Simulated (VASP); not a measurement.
**Zr: single point with PBE**

Zr:

```
Zr
1.0
     3.02565    0.00000    0.00000
     0.00000    3.02565    0.00000
     0.00000    0.00000    3.02565
Zr
1
Direct
  0.00000 0.00000 0.00000
```

This cell differs from its parent crystal: volume scaled by 1.12.

```json
{
 "Program": "VASP 6.6.1",
 "Task": "single point",
 "Functional": "PBE",
 "Potentials or basis": "VASP PAW PBE potentials, release 64 (Zr_sv)",
 "Cutoff": "520 eV",
 "k mesh": "18 × 18 × 18",
 "Occupations": "fermi-dirac, width 0.1 eV",
 "Spin": "no spin polarisation"
}
```

```json
{
 "Pressure": "-6.1 GPa",
 "Band gap on the k mesh": "zero (band 6 reaches 7.66 eV, above the bottom of band 7 at 5.47 eV)"
}
```

Levels at points of the mesh, in eV from the Fermi level:
| k point | band 3 | band 4 | band 5 | band 6 | band 7 | band 8 | band 9 | band 10 |
| --- | --- | --- | --- | --- | --- | --- | --- | --- |
| (0.00, 0.00, 0.00) | -26.38 | -26.38 | -4.82 | -1.40 | -1.40 | 4.90 | 4.90 | 4.90 |
| (0.50, 0.00, 0.00) | -26.30 | -26.30 | -2.00 | -0.67 | 0.23 | 2.34 | 2.34 | 5.16 |
| (0.50, 0.50, 0.00) | -27.11 | -26.23 | -2.48 | -0.32 | 2.88 | 2.88 | 4.34 | 4.34 |
| (0.50, 0.50, 0.50) | -27.01 | -27.01 | -1.17 | -1.17 | -1.17 | 6.57 | 6.72 | 6.72 |

It took 22 s on 1 thread of Intel Xeon 6975P-C (shared host), peak memory 0.19 GiB.
